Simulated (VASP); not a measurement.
# Y3NbO2 (P4/mmm) in VASP: notebook

Runs on Y3NbO2. Level: PBE. Tasks: single point, relaxation of cell and atoms.

All numbers are computed with VASP 6.6.1; they aren't measurements. Logs are shortened: lines on timing, memory, paths and dates and some standing lists are left out, and cuts for length are marked.

### 1 The cell of the first run

Symmetry: P4/mmm, No. 123, tetragonal system. The conventional cell has a = 6.102 Å, b = 6.102 Å, c = 4.029 Å, α = 90.00°, β = 90.00°, γ = 90.00°. Within 4.1 Å of Y (site symmetry mmm) lie 4 Y at 3.05 to 4.03 Å and 6 O at 3.05 to 3.66 Å and 4 Nb at 3.66 Å. Y (site symmetry 4/mmm) has 2 O at 2.01 Å within 2.7 Å. Within 2.7 Å of Nb (site symmetry 4/mmm) lie 2 O at 2.01 Å. O (site symmetry 4/mmm) has 2 Nb at 2.01 Å within 2.7 Å. O (site symmetry 4/mmm) has 2 Y at 2.01 Å within 2.7 Å.

The cell was built from a structure type or drawn by symmetry, and may not be a known phase.

### 2 Single point, PBE

Contents of INCAR:

```
ALGO = Normal
EDIFF = 1E-7
ENCUT = 520
GGA = PE
ISIF = 2
ISMEAR = 0
LASPH = T
LCHARG = T
LELF = T
LREAL = F
LVHAR = T
LWAVE = F
NBANDS = 38
NELM = 80
PREC = Accurate
SIGMA = 0.1
```

Contents of KPOINTS:

```
k-points
0
Gamma
  4 4 6
```

Contents of POSCAR:

```
Y3NbO2
1.0
    6.1015663158      0.0000000000      0.0000000000
    0.0000000000      6.1015663158      0.0000000000
    0.0000000000      0.0000000000      4.0286280159
Y Nb O
3 1 2
Direct
    0.0000000000      0.5000000000      0.5000000000
    0.5000000000      0.0000000000      0.5000000000
    0.0000000000      0.0000000000      0.5000000000
    0.5000000000      0.5000000000      0.0000000000
    0.5000000000      0.5000000000      0.5000000000
    0.0000000000      0.0000000000      0.0000000000
```

Potentials or basis: VASP PAW PBE potentials, release 64 (Y_sv, Nb_sv, O).

Run with:

```
cat potpaw_PBE.64/Y_sv/POTCAR potpaw_PBE.64/Nb_sv/POTCAR potpaw_PBE.64/O/POTCAR > POTCAR
mpirun -np 1 vasp_std > vasp.out
```

OUTCAR:

```text
EDIFF = 1E-7
   ENCUT = 520
   GGA = PE
   ISIF = 2
   ISMEAR = 0
   LASPH = T
   LREAL = F
   NELM = 80
   PREC = Accurate

 ion  position               nearest neighbor table
   1  0.000  0.500  0.500-   3 3.05   5 3.05   3 3.05   5 3.05   4 3.66   4 3.66   4 3.66   4 3.66
                             2 4.31   2 4.31   2 4.31   2 4.31
   2  0.500  0.000  0.500-   3 3.05   5 3.05   5 3.05   3 3.05   4 3.66   4 3.66   4 3.66   4 3.66
                             1 4.31   1 4.31   1 4.31   1 4.31
   3  0.000  0.000  0.500-   6 2.01   6 2.01   1 3.05   2 3.05   1 3.05   2 3.05
   4  0.500  0.500  0.000-   5 2.01   5 2.01   1 3.66   1 3.66   2 3.66   2 3.66   2 3.66   2 3.66
                             1 3.66   1 3.66
   5  0.500  0.500  0.500-   4 2.01   4 2.01   1 3.05   2 3.05   2 3.05   1 3.05
   6  0.000  0.000  0.000-   3 2.01   3 2.01

  LATTYP: Found a simple tetragonal cell.
 ALAT       =     6.1015663158
 C/A-ratio  =     0.6602612850

  Lattice vectors:

 A1 = (   6.1015663158,   0.0000000000,   0.0000000000)
 A2 = (   0.0000000000,   6.1015663158,   0.0000000000)
 A3 = (   0.0000000000,   0.0000000000,   4.0286280159)

Analysis of symmetry for initial positions (statically):
=====================================================================
 Subroutine PRICEL returns:
 Original cell was already a primitive cell.

 Routine SETGRP: Setting up the symmetry group for a
 simple tetragonal supercell.

 Subroutine GETGRP returns: Found 16 space group operations
 (whereof 16 operations were pure point group operations)
 out of a pool of 16 trial point group operations.

The static configuration has the point symmetry D_4h.

Analysis of symmetry for dynamics (positions and initial velocities):
=====================================================================
 Subroutine PRICEL returns:
 Original cell was already a primitive cell.

 Routine SETGRP: Setting up the symmetry group for a
 simple tetragonal supercell.

 Subroutine GETGRP returns: Found 16 space group operations
 (whereof 16 operations were pure point group operations)
 out of a pool of 16 trial point group operations.

The dynamic configuration has the point symmetry D_4h.

 Subroutine INISYM returns: Found 16 space group operations
 (whereof 16 operations are pure point group operations),
 and found     1 'primitive' translations

----------------------------------------------------------------------------------------

                                     Primitive cell

  volume of cell :     149.9822

  direct lattice vectors                    reciprocal lattice vectors
     6.101566316  0.000000000  0.000000000     0.163892343  0.000000000  0.000000000
     0.000000000  6.101566316  0.000000000     0.000000000  0.163892343  0.000000000
     0.000000000  0.000000000  4.028628016     0.000000000  0.000000000  0.248223464

  length of vectors
     6.101566316  6.101566316  4.028628016     0.163892343  0.163892343  0.248223464

  position of ions in fractional coordinates (direct lattice)
     0.000000000  0.500000000  0.500000000
     0.500000000  0.000000000  0.500000000
     0.000000000  0.000000000  0.500000000
     0.500000000  0.500000000  0.000000000
     0.500000000  0.500000000  0.500000000
     0.000000000  0.000000000  0.000000000

  ion indices of the primitive-cell ions
   primitive index   ion index
                 1           1
                 2           2
                 3           3
                 4           4
                 5           5
                 6           6

----------------------------------------------------------------------------------------

 KPOINTS: k-points

Automatic generation of k-mesh.
 Grid dimensions read from file:
 generate k-points for:    4    4    6

 Generating k-lattice:

  Cartesian coordinates                     Fractional coordinates (reciprocal lattice)
     0.040973086  0.000000000  0.000000000     0.250000000  0.000000000  0.000000000
     0.000000000  0.040973086  0.000000000     0.000000000  0.250000000  0.000000000
     0.000000000  0.000000000  0.041370577     0.000000000  0.000000000  0.166666667

  Length of vectors
     0.040973086  0.040973086  0.041370577

  Shift w.r.t. Gamma in fractional coordinates (k-lattice)
     0.000000000  0.000000000  0.000000000

 Subroutine IBZKPT returns following result:
 ===========================================

 Found     24 irreducible k-points:

 Following reciprocal coordinates:
            Coordinates               Weight
  0.000000  0.000000  0.000000      1.000000
  0.250000  0.000000  0.000000      4.000000
  0.500000  0.000000  0.000000      2.000000
  0.250000  0.250000  0.000000      4.000000
  0.500000  0.250000  0.000000      4.000000
  0.500000  0.500000  0.000000      1.000000
[... 16 lines left out ...]
  0.500000  0.250000  0.500000      4.000000
  0.500000  0.500000  0.500000      1.000000
   k-points           NKPTS =     24   k-points in BZ     NKDIM =     24   number of bands    NBANDS=     38
   number of dos      NEDOS =    301   number of ions     NIONS =      6
   total plane-waves  NPLWV =  69120
   dimension x,y,z NGX =    48 NGY =   48 NGZ =   30
   dimension x,y,z NGXF=    96 NGYF=   96 NGZF=   60
   ions per type =               3   1   2
   NGX,Y,Z   is equivalent  to a cutoff of  13.08, 13.08, 12.38 a.u.
   NGXF,Y,Z  is equivalent  to a cutoff of  26.16, 26.16, 24.76 a.u.
 SYSTEM =  unknown system
   PREC   = accura    normal or accurate (medium, high low for compatibility)
   ISTART =      0    job   : 0-new  1-cont  2-samecut
   ICHARG =      2    charge: 1-file 2-atom 10-const
   ISPIN  =      1    spin polarized calculation?
   LNONCOLLINEAR =      F non collinear calculations
   LSORBIT =      F    spin-orbit coupling
   LASPH  =      T    aspherical Exc in radial PAW
   ENCUT  =  520.0 eV  38.22 Ry    6.18 a.u.  11.34 11.34  7.49*2*pi/ulx,y,z
   NELM   =     80;   NELMIN=  2; NELMDL= -5     # of ELM steps
   EDIFF  = 0.1E-06   stopping-criterion for ELM
   LREAL  =      F    real-space projection
   EDIFFG = 0.1E-05   stopping-criterion for IOM
   NSW    =      0    number of steps for IOM
   IBRION =     -1    ionic relax: 0-MD 1-quasi-New 2-CG
   NFREE  =      0    steps in history (QN), initial steepest desc. (CG)
   ISIF   =      2    stress and relaxation
   ISYM   =      2    0-nonsym 1-usesym 2-fastsym
   POTIM  = 0.5000    time-step for ionic-motion
   TEBEG  =    0.0;   TEEND  =   0.0 temperature during run
   PSTRESS=    0.0 pullay stress
   NELECT =      58.0000    total number of electrons
   NUPDOWN=      -1.0000    fix difference up-down
   EMIN   =  10.00;   EMAX   =-10.00  energy-range for DOS
   EFERMI =   0.00;   METHOD = LEGACY
   ISMEAR =     0;   SIGMA  =   0.10  broadening in eV -4-tet -1-fermi 0-gaus
   EFERMI_NEDOS =   21; number of points for ismear=-14 and -15
   IALGO  =     38    algorithm
   IMIX   =      4    mixing-type and parameters
     AMIX     =   0.40;   BMIX     =  1.00
     AMIX_MAG =   1.60;   BMIX_MAG =  1.00
  volume/ion in A,a.u.               =      25.00       168.69
  Fermi-wavevector in a.u.,A,eV,Ry     =   1.192717  2.253909 19.355305  1.422575
  Thomas-Fermi vector in A             =   2.328749
   LORBIT       =      0    0 simple, 1 ext, 2 COOP (PROOUT), +10 PAW based schemes
   GGA     = PE    functional components
   LHFCALC =     F    Hartree Fock is set to
   AEXX    =    0.0000 exact exchange contribution
   IVDW    =     0    specifies the selected vdW correction
   LEPSILON=     F    determine dielectric tensor
   LRPA    =     F    only Hartree local field effects (RPA)
 non-spin polarized calculation
 Gauss-broadening in eV      SIGMA  =   0.10
  energy-cutoff  :      520.00
  volume of cell :      149.98
 maximum number of plane-waves:      4064
 NGX is ok and might be reduce to    48
   NGX = 23   NGY = 23   NGZ = 15

 number of electron      57.9999998 magnetization

 Free energy of the ion-electron system (eV)
  ---------------------------------------------------
  ext. energy  EPLUGINS =         0.00000000
  ---------------------------------------------------
  free energy    TOTEN  =       -42.15843506 eV

  energy without entropy =      -42.10225012  energy(sigma->0) =      -42.13034259

 E-fermi :   3.5317     XC(G=0):  -9.3866

 val. band max:        3.5252472838   @ k =   0.2500   0.2500   0.1667
 cond. band min:       3.5462363952   @ k =   0.5000   0.2500   0.0000
 fundamental gap:      0.0209891114
 Fermi energy:         3.5317155543

 k-point     1 :       0.0000    0.0000    0.0000
  band No.  band energies     occupation
      1     -51.9623      2.00000
      2     -40.0244      2.00000
      3     -40.0169      2.00000
      4     -37.8564      2.00000
      5     -28.3742      2.00000
      6     -27.8628      2.00000
[... 30 lines left out ...]
     37       5.6610      0.00000
     38       5.6610      0.00000

 k-point     2 :       0.2500    0.0000    0.0000
  band No.  band energies     occupation
      1     -51.9622      2.00000
      2     -40.0229      2.00000
      3     -40.0175      2.00000
      4     -37.8580      2.00000
      5     -28.3742      2.00000
      6     -27.8628      2.00000
[... 30 lines left out ...]
     37       5.5012      0.00000
     38       5.6837      0.00000

 k-point     3 :       0.5000    0.0000    0.0000
  band No.  band energies     occupation
      1     -51.9622      2.00000
      2     -40.0207      2.00000
      3     -40.0189      2.00000
      4     -37.8596      2.00000
      5     -28.3741      2.00000
      6     -27.8628      2.00000
[... 30 lines left out ...]
     37       5.5088      0.00000
     38       5.5910      0.00000

 k-point     4 :       0.2500    0.2500    0.0000
  band No.  band energies     occupation
      1     -51.9622      2.00000
      2     -40.0217      2.00000
      3     -40.0179      2.00000
      4     -37.8596      2.00000
      5     -28.3742      2.00000
      6     -27.8625      2.00000
[... 30 lines left out ...]
     37       5.3007      0.00000
     38       6.0268      0.00000
[... 703 lines left out ...]
      4     -37.8435      2.00000
      5     -28.5501      2.00000
      6     -27.8568      2.00000
[... 30 lines left out ...]
     37       5.7759      0.00000
     38       6.0567      0.00000

 k-point    23 :       0.5000    0.2500    0.5000
  band No.  band energies     occupation
      1     -51.9595      2.00000
      2     -40.0155      2.00000
      3     -40.0147      2.00000
      4     -37.8451      2.00000
      5     -28.5503      2.00000
      6     -27.8569      2.00000
[... 30 lines left out ...]
     37       5.5589      0.00000
     38       5.9638      0.00000

 k-point    24 :       0.5000    0.5000    0.5000
  band No.  band energies     occupation
      1     -51.9595      2.00000
      2     -40.0147      2.00000
      3     -40.0147      2.00000
      4     -37.8466      2.00000
      5     -28.5505      2.00000
      6     -27.8569      2.00000
[... 30 lines left out ...]
     37       5.6307      0.00000
     38       6.0832      0.00000

------------------------ aborting loop because EDIFF is reached ----------------------------------------

  FORCE on cell =-STRESS in cart. coord.  units (eV):
  Direction    XX          YY          ZZ          XY          YZ          ZX
  --------------------------------------------------------------------------------------
  -------------------------------------------------------------------------------------
  Total       -0.0541861     -0.0541861     -0.2168929      0.0000000      0.0000000     -0.0000000
  in kB       -0.5788397     -0.5788397     -2.3169468      0.0000000      0.0000000     -0.0000000
  external PRESSURE =      -1.1582087 kB  Pullay stress =       0.0000000 kB

 VOLUME and BASIS-vectors are now :
 -----------------------------------------------------------------------------
  energy-cutoff  :      520.00
  volume of cell :      149.98
      direct lattice vectors                 reciprocal lattice vectors
     6.101566316  0.000000000  0.000000000     0.163892343  0.000000000  0.000000000
     0.000000000  6.101566316  0.000000000     0.000000000  0.163892343  0.000000000
     0.000000000  0.000000000  4.028628016     0.000000000  0.000000000  0.248223464

 POSITION                                       TOTAL-FORCE (eV/Angst)
 -----------------------------------------------------------------------------------
      0.00000      3.05078      2.01431         0.000000      0.000000      0.000000
      3.05078      0.00000      2.01431         0.000000      0.000000      0.000000
      0.00000      0.00000      2.01431         0.000000      0.000000      0.000000
      3.05078      3.05078      0.00000         0.000000      0.000000      0.000000
      3.05078      3.05078      2.01431         0.000000      0.000000      0.000000
      0.00000      0.00000      0.00000         0.000000      0.000000      0.000000
 -----------------------------------------------------------------------------------
    total drift:                                0.000000      0.000000     -0.000000

  FREE ENERGIE OF THE ION-ELECTRON SYSTEM (eV)
  ---------------------------------------------------
  free  energy   TOTEN  =       -42.1584350585 eV

  energy  without entropy=      -42.1022501237  energy(sigma->0) =      -42.13034259
```

It took 5.2 min on 1 thread of Intel Xeon 8259CL, shared host; peak memory 0.34 GiB.

What came out:

| Property | Result |
| --- | --- |
| Free energy | -42.1584 eV |
| Pressure | -0.1 GPa |
| Band gap on the k mesh | zero (bands 29 and 30 overlap by 0.82 eV) |

Stress tensor (GPa, compression positive):
```
-0.06  0.00  0.00
 0.00 -0.06  0.00
 0.00  0.00 -0.23
```

(Part 1 of 2 ends here.)
